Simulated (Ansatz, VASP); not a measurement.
**MgO in VASP and in Ansatz**

```
Mg O
1.0
     0.00000    2.10665    2.10665
     2.10665    0.00000    2.10665
     2.10665    2.10665    0.00000
Mg O
1 1
Cartesian
  0.0000 0.0000 0.0000
  2.1067 2.1067 2.1067
```

Alike in both runs: task single point; functional PBE; k mesh 10 × 10 × 10; occupations fermi-dirac, width 0.01 eV; no spin polarisation.

|  | VASP | Ansatz |
| --- | --- | --- |
| version | VASP 6.6.1 | Ansatz 0.2.0 |
| potentials or method | VASP PAW PBE potentials, release 64 (Mg_sv, O), cutoff 840 eV | PAW, plane waves, scalar-relativistic |
| valence electrons in the cell | 16 | 16 |

```tsv
	VASP	Ansatz	Ansatz less VASP
pressure (GPa)	4.6	4.5	-0.10
```

With one functional, cell and mesh, what is left measures potentials, basis and numerics.
